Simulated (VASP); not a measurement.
# Ge (Fd-3m) in VASP: further runs

Ge is run at these levels: PBEsol; tasks: single point.

Everything below comes from runs of VASP 6.6.1. Logs are shortened: lines on timing, memory, paths and dates and some standing lists are left out, and cuts for length are marked.

**1. The cell of the first run**

The structure is cubic, space group Fd-3m (No. 227). Conventional cell: a = 5.439 Å, b = 5.439 Å, c = 5.439 Å, α = 90.00°, β = 90.00°, γ = 90.00°. Within 3.1 Å of Ge (site symmetry -43m) lie 4 Ge at 2.36 Å.

**2. Single point, PBEsol (20.11 Å³/atom)**

The input, INCAR:

```
SYSTEM = Ge
  PREC = Accurate
  ENCUT = 520
  EDIFF = 1E-6
  ISMEAR = 0
  SIGMA = 0.1
  LREAL = .False.
  LASPH = .True.
  NELM = 80
  ALGO = Normal
  ISIF = 2
  LWAVE = .False.
  LCHARG = .False.
  GGA = PS
  NBANDS = 21
```

The input, KPOINTS:

```
Automatic mesh
0
Gamma
  14 14 14
  0 0 0
```

The input, POSCAR:

```
Ge
1.0
    0.0000000000      2.7194971790      2.7194971790
    2.7194971790      0.0000000000      2.7194971790
    2.7194971790      2.7194971790      0.0000000000
Ge
2
Direct
    0.0000000000      0.0000000000      0.0000000000
    0.2500000000      0.2500000000      0.2500000000
```

Potentials or basis: VASP PAW PBE potentials, release 64 (Ge_d).

Launch:

```sh
cat potpaw_PBE.64/Ge_d/POTCAR > POTCAR
mpirun -np 1 vasp_std > vasp.out
```

OUTCAR:

```text
SYSTEM = Ge
   PREC = Accurate
   ENCUT = 520
   EDIFF = 1E-6
   ISMEAR = 0
   LREAL = .False.
   LASPH = .True.
   NELM = 80
   ISIF = 2
   GGA = PS

 ion  position               nearest neighbor table
   1  0.000  0.000  0.000-   2 2.36   2 2.36   2 2.36   2 2.36
   2  0.250  0.250  0.250-   1 2.36   1 2.36   1 2.36   1 2.36

  LATTYP: Found a face centered cubic cell.
 ALAT       =     5.4389943580

  Lattice vectors:

 A1 = (   0.0000000000,   2.7194971790,   2.7194971790)
 A2 = (   2.7194971790,   0.0000000000,   2.7194971790)
 A3 = (   2.7194971790,   2.7194971790,   0.0000000000)

Analysis of symmetry for initial positions (statically):
=====================================================================
 Subroutine PRICEL returns:
 Original cell was already a primitive cell.

 Routine SETGRP: Setting up the symmetry group for a
 face centered cubic supercell.

 Subroutine GETGRP returns: Found 48 space group operations
 (whereof 24 operations were pure point group operations)
 out of a pool of 48 trial point group operations.

The static configuration has the point symmetry T_d .
 The point group associated with its full space group is O_h .

Analysis of symmetry for dynamics (positions and initial velocities):
=====================================================================
 Subroutine PRICEL returns:
 Original cell was already a primitive cell.

 Routine SETGRP: Setting up the symmetry group for a
 face centered cubic supercell.

 Subroutine GETGRP returns: Found 48 space group operations
 (whereof 24 operations were pure point group operations)
 out of a pool of 48 trial point group operations.

The dynamic configuration has the point symmetry T_d .
 The point group associated with its full space group is O_h .

 Subroutine INISYM returns: Found 48 space group operations
 (whereof 24 operations are pure point group operations),
 and found     1 'primitive' translations

----------------------------------------------------------------------------------------

                                     Primitive cell

  volume of cell :      40.2250

  direct lattice vectors                    reciprocal lattice vectors
     0.000000000  2.719497179  2.719497179    -0.183857517  0.183857517  0.183857517
     2.719497179  0.000000000  2.719497179     0.183857517 -0.183857517  0.183857517
     2.719497179  2.719497179  0.000000000     0.183857517  0.183857517 -0.183857517

  length of vectors
     3.845949793  3.845949793  3.845949793     0.318450562  0.318450562  0.318450562

  position of ions in fractional coordinates (direct lattice)
[... 79 lines left out ...]
   EDIFF  = 0.1E-05   stopping-criterion for ELM
   LREAL  =      F    real-space projection
   EDIFFG = 0.1E-04   stopping-criterion for IOM
   NSW    =      0    number of steps for IOM
   IBRION =     -1    ionic relax: 0-MD 1-quasi-New 2-CG
   NFREE  =      0    steps in history (QN), initial steepest desc. (CG)
   ISIF   =      2    stress and relaxation
   ISYM   =      2    0-nonsym 1-usesym 2-fastsym
   POTIM  = 0.5000    time-step for ionic-motion
   TEBEG  =    0.0;   TEEND  =   0.0 temperature during run
   PSTRESS=    0.0 pullay stress
   NELECT =      28.0000    total number of electrons
   NUPDOWN=      -1.0000    fix difference up-down
   EMIN   =  10.00;   EMAX   =-10.00  energy-range for DOS
   EFERMI =   0.00;   METHOD = LEGACY
   ISMEAR =     0;   SIGMA  =   0.10  broadening in eV -4-tet -1-fermi 0-gaus
   EFERMI_NEDOS =   21; number of points for ismear=-14 and -15
   IALGO  =     38    algorithm
   IMIX   =      4    mixing-type and parameters
     AMIX     =   0.40;   BMIX     =  1.00
     AMIX_MAG =   1.60;   BMIX_MAG =  1.00
  volume/ion in A,a.u.               =      20.11       135.73
  Fermi-wavevector in a.u.,A,eV,Ry     =   1.450871  2.741749 28.640639  2.105028
  Thomas-Fermi vector in A             =   2.568434
   LORBIT       =      0    0 simple, 1 ext, 2 COOP (PROOUT), +10 PAW based schemes
   GGA     = PS    functional components
   LHFCALC =     F    Hartree Fock is set to
   AEXX    =    0.0000 exact exchange contribution
   IVDW    =     0    specifies the selected vdW correction
   LEPSILON=     F    determine dielectric tensor
   LRPA    =     F    only Hartree local field effects (RPA)
 non-spin polarized calculation
 Gauss-broadening in eV      SIGMA  =   0.10
  energy-cutoff  :      520.00
  volume of cell :       40.22
 maximum number of plane-waves:      1106
 NGX is ok and might be reduce to    30
   NGX = 15   NGY = 15   NGZ = 15

 number of electron      27.9999985 magnetization

 Free energy of the ion-electron system (eV)
  ---------------------------------------------------
  ext. energy  EPLUGINS =         0.00000000
  ---------------------------------------------------
  free energy    TOTEN  =        -9.69908383 eV

  energy without entropy =       -9.69906538  energy(sigma->0) =       -9.69907461

 E-fermi :   6.2317     XC(G=0): -10.7031

 val. band max:        6.0905683208   @ k =   0.0000   0.0000   0.0000
 cond. band min:       6.3954418631   @ k =   0.4286   0.4286   0.0000
 fundamental gap:      0.3048735423
 Fermi energy:         6.2317047187

 k-point     1 :       0.0000    0.0000    0.0000
  band No.  band energies     occupation
      1     -18.8819      2.00000
      2     -18.8819      2.00000
      3     -18.8819      2.00000
      4     -18.8352      2.00000
      5     -18.8352      2.00000
      6     -18.5492      2.00000
[... 565 lines left out ...]
     20      15.7162      0.00000
     21      16.1899      0.00000

 [... further k-points ...]

------------------------ aborting loop because EDIFF is reached ----------------------------------------

  FORCE on cell =-STRESS in cart. coord.  units (eV):
  Direction    XX          YY          ZZ          XY          YZ          ZX
  --------------------------------------------------------------------------------------
  -------------------------------------------------------------------------------------
  Total        2.9052073      2.9052073      2.9052073     -0.0000000      0.0000000     -0.0000000
  in kB      115.7155908    115.7155908    115.7155908     -0.0000000      0.0000000     -0.0000000
  external PRESSURE =     115.7155908 kB  Pullay stress =       0.0000000 kB

 VOLUME and BASIS-vectors are now :
 -----------------------------------------------------------------------------
  energy-cutoff  :      520.00
  volume of cell :       40.22
      direct lattice vectors                 reciprocal lattice vectors
     0.000000000  2.719497179  2.719497179    -0.183857517  0.183857517  0.183857517
     2.719497179  0.000000000  2.719497179     0.183857517 -0.183857517  0.183857517
     2.719497179  2.719497179  0.000000000     0.183857517  0.183857517 -0.183857517

 POSITION                                       TOTAL-FORCE (eV/Angst)
 -----------------------------------------------------------------------------------
      0.00000      0.00000      0.00000        -0.000000      0.000000     -0.000000
      1.35975      1.35975      1.35975         0.000000     -0.000000      0.000000
 -----------------------------------------------------------------------------------
    total drift:                                0.000000     -0.000000      0.000000

  FREE ENERGIE OF THE ION-ELECTRON SYSTEM (eV)
  ---------------------------------------------------
  free  energy   TOTEN  =        -9.6990838261 eV

  energy  without entropy=       -9.6990653846  energy(sigma->0) =       -9.69907461
```

OSZICAR:

```text
N       E                     dE             d eps       ncg     rms          rms(c)
DAV:   1     0.184841987846E+03    0.18484E+03   -0.14438E+04  4928   0.377E+03
DAV:   2     0.163391189989E+02   -0.16850E+03   -0.16270E+03  4378   0.614E+02
DAV:   3    -0.912302540332E+01   -0.25462E+02   -0.25288E+02  4973   0.140E+02
DAV:   4    -0.989891236182E+01   -0.77589E+00   -0.77550E+00  4938   0.288E+01
DAV:   5    -0.991101649975E+01   -0.12104E-01   -0.12104E-01  4993   0.389E+00    0.383E+00
DAV:   6    -0.976546557392E+01    0.14555E+00   -0.44006E-02  5033   0.214E+00    0.218E+00
DAV:   7    -0.969780147431E+01    0.67664E-01   -0.83748E-02  4664   0.249E+00    0.164E-01
DAV:   8    -0.969896582937E+01   -0.11644E-02   -0.74517E-03  5053   0.107E+00    0.526E-02
DAV:   9    -0.969908214413E+01   -0.11631E-03   -0.16617E-04  4887   0.147E-01    0.114E-02
DAV:  10    -0.969908292417E+01   -0.78004E-06   -0.11417E-05  6532   0.416E-02    0.541E-03
DAV:  11    -0.969908392474E+01   -0.10006E-05   -0.22097E-06  3941   0.123E-02    0.236E-03
DAV:  12    -0.969908382611E+01    0.98626E-07   -0.16724E-07  2739   0.791E-03
   1 F= -.96990838E+01 E0= -.96990746E+01  d E =-.184415E-04
```

stdout:

```text
POSCAR found type information on POSCAR Ge
 POSCAR found :  1 types and       2 ions
 scaLAPACK will be used
 -----------------------------------------------------------------------------
|                                                                             |
|                                                                             |
|     You enforced a specific xc type in the INCAR file but a different       |
|     I HOPE YOU KNOW WHAT YOU ARE DOING!                                     |
|                                                                             |
 -----------------------------------------------------------------------------

 LDA part: xc-table for (Slater+PW92), standard interpolation
 POSCAR, INCAR and KPOINTS ok, starting setup
 FFT: planning ... GRIDC
 FFT: planning ... GRID_SOFT
 FFT: planning ... GRID
 WAVECAR not read
 entering main loop
```

It took 1.8 min on 1 thread of Intel Xeon 8259CL, shared host; peak memory 0.21 GiB.

Results:

- Free energy: -9.6991 eV
- Pressure: 11.6 GPa
- Band gap on the k mesh: 0.30 eV (least direct gap 1.12 eV)

Levels at points of the mesh, in eV from the valence-band top:
```
           k point  band 12  band 13  band 14  band 15  band 16  band 17
(0.00, 0.00, 0.00)     0.00     0.00     0.00     1.12     2.57     2.57
(0.50, 0.00, 0.00)    -8.25    -1.60    -1.60     0.51     3.75     3.75
(0.50, 0.50, 0.00)    -9.39    -3.53    -3.53     0.49     0.49    10.50
```

Caveat: the cell stands under pressure; the PAW data sets were made with another functional, which shifts forces and pressure a little. A k mesh can miss the band edges.

**3. Single point, PBEsol (20.80 Å³/atom)**

This run uses another cell than the first one, of 20.80 Å³/atom.

The input, INCAR:

```
SYSTEM = Ge
PREC = Accurate
ENCUT = 520
EDIFF = 1E-6
ISMEAR = 0
SIGMA = 0.1
LREAL = .FALSE.
LASPH = .TRUE.
NELM = 60
ALGO = Normal
ISIF = 2
LWAVE = .FALSE.
LCHARG = .FALSE.
GGA = PS
NBANDS = 21
```

The input, KPOINTS:

```
Automatic mesh
0
G
  14 14 14
  0 0 0
```

The input, POSCAR:

```
Ge
1.0
    0.0000000000      2.7500558849      2.7500558849
    2.7500558849      0.0000000000      2.7500558849
    2.7500558849      2.7500558849      0.0000000000
Ge
2
Direct
    0.0000000000      0.0000000000      0.0000000000
    0.2500000000      0.2500000000      0.2500000000
```

Potentials or basis: VASP PAW PBE potentials, release 64 (Ge_d).

Launch:

```sh
cat potpaw_PBE.64/Ge_d/POTCAR > POTCAR
mpirun -np 1 vasp_std > vasp.out
```

OUTCAR:

```text
SYSTEM = Ge
   PREC = Accurate
   ENCUT = 520
   EDIFF = 1E-6
   ISMEAR = 0
   LREAL = .FALSE.
   LASPH = .TRUE.
   NELM = 60
   ISIF = 2
   GGA = PS

 ion  position               nearest neighbor table
   1  0.000  0.000  0.000-   2 2.38   2 2.38   2 2.38   2 2.38
   2  0.250  0.250  0.250-   1 2.38   1 2.38   1 2.38   1 2.38

  LATTYP: Found a face centered cubic cell.
 ALAT       =     5.5001117698

  Lattice vectors:

 A1 = (   0.0000000000,   2.7500558849,   2.7500558849)
 A2 = (   2.7500558849,   0.0000000000,   2.7500558849)
 A3 = (   2.7500558849,   2.7500558849,   0.0000000000)

Analysis of symmetry for initial positions (statically):
=====================================================================
 Subroutine PRICEL returns:
 Original cell was already a primitive cell.

 Routine SETGRP: Setting up the symmetry group for a
 face centered cubic supercell.

 Subroutine GETGRP returns: Found 48 space group operations
 (whereof 24 operations were pure point group operations)
 out of a pool of 48 trial point group operations.

The static configuration has the point symmetry T_d .
 The point group associated with its full space group is O_h .

Analysis of symmetry for dynamics (positions and initial velocities):
=====================================================================
 Subroutine PRICEL returns:
 Original cell was already a primitive cell.

 Routine SETGRP: Setting up the symmetry group for a
 face centered cubic supercell.

 Subroutine GETGRP returns: Found 48 space group operations
 (whereof 24 operations were pure point group operations)
 out of a pool of 48 trial point group operations.

The dynamic configuration has the point symmetry T_d .
 The point group associated with its full space group is O_h .

 Subroutine INISYM returns: Found 48 space group operations
 (whereof 24 operations are pure point group operations),
 and found     1 'primitive' translations

[... 111 lines left out ...]
   IALGO  =     38    algorithm
   IMIX   =      4    mixing-type and parameters
     AMIX     =   0.40;   BMIX     =  1.00
     AMIX_MAG =   1.60;   BMIX_MAG =  1.00
  volume/ion in A,a.u.               =      20.80       140.35
  Fermi-wavevector in a.u.,A,eV,Ry     =   1.434749  2.711283 28.007664  2.058505
  Thomas-Fermi vector in A             =   2.554123
   LORBIT       =      0    0 simple, 1 ext, 2 COOP (PROOUT), +10 PAW based schemes
   GGA     = PS    functional components
   LHFCALC =     F    Hartree Fock is set to
   AEXX    =    0.0000 exact exchange contribution
   IVDW    =     0    specifies the selected vdW correction
   LEPSILON=     F    determine dielectric tensor
   LRPA    =     F    only Hartree local field effects (RPA)
 non-spin polarized calculation
 Gauss-broadening in eV      SIGMA  =   0.10
  energy-cutoff  :      520.00
  volume of cell :       41.60
 maximum number of plane-waves:      1139
 NGX is ok and might be reduce to    30
   NGX = 15   NGY = 15   NGZ = 15

 number of electron      27.9999970 magnetization

 Free energy of the ion-electron system (eV)
  ---------------------------------------------------
  ext. energy  EPLUGINS =         0.00000000
  ---------------------------------------------------
  free energy    TOTEN  =        -9.78228081 eV

  energy without entropy =       -9.78227317  energy(sigma->0) =       -9.78227699

 E-fermi :   5.8952     XC(G=0): -10.5377

 val. band max:        5.7258464312   @ k =   0.0000   0.0000   0.0000
 cond. band min:       6.0878009906   @ k =   0.4286   0.4286   0.0000
 fundamental gap:      0.3619545594
 Fermi energy:         5.8952272646

 k-point     1 :       0.0000    0.0000    0.0000
  band No.  band energies     occupation
      1     -19.1778      2.00000
      2     -19.1778      2.00000
      3     -19.1778      2.00000
      4     -19.1341      2.00000
      5     -19.1341      2.00000
      6     -18.8711      2.00000
[... 565 lines left out ...]
     20      15.2317      0.00000
     21      15.7309      0.00000

 [... further k-points ...]

------------------------ aborting loop because EDIFF is reached ----------------------------------------

  FORCE on cell =-STRESS in cart. coord.  units (eV):
  Direction    XX          YY          ZZ          XY          YZ          ZX
  --------------------------------------------------------------------------------------
  -------------------------------------------------------------------------------------
  Total        2.0307407      2.0307407      2.0307407      0.0000000     -0.0000000      0.0000000
  in kB       78.2186832     78.2186832     78.2186832      0.0000000     -0.0000000      0.0000000
  external PRESSURE =      78.2186832 kB  Pullay stress =       0.0000000 kB

 VOLUME and BASIS-vectors are now :
 -----------------------------------------------------------------------------
  energy-cutoff  :      520.00
  volume of cell :       41.60
      direct lattice vectors                 reciprocal lattice vectors
     0.000000000  2.750055885  2.750055885    -0.181814487  0.181814487  0.181814487
     2.750055885  0.000000000  2.750055885     0.181814487 -0.181814487  0.181814487
     2.750055885  2.750055885  0.000000000     0.181814487  0.181814487 -0.181814487

 POSITION                                       TOTAL-FORCE (eV/Angst)
 -----------------------------------------------------------------------------------
      0.00000      0.00000      0.00000         0.000000     -0.000000      0.000000
      1.37503      1.37503      1.37503        -0.000000      0.000000     -0.000000
 -----------------------------------------------------------------------------------
    total drift:                                0.000000      0.000000      0.000000

  FREE ENERGIE OF THE ION-ELECTRON SYSTEM (eV)
  ---------------------------------------------------
  free  energy   TOTEN  =        -9.7822808128 eV

  energy  without entropy=       -9.7822731742  energy(sigma->0) =       -9.78227699
```

Wall time 2 min (1 thread of Intel Xeon 8259CL, shared host); peak memory 0.21 GiB.

Results:

- Free energy: -9.7823 eV
- Pressure: 7.8 GPa
- Band gap on the k mesh: 0.36 eV (least direct gap 0.79 eV)

Caveat: the cell stands under pressure; the PAW data sets were made with another functional, which shifts forces and pressure a little.
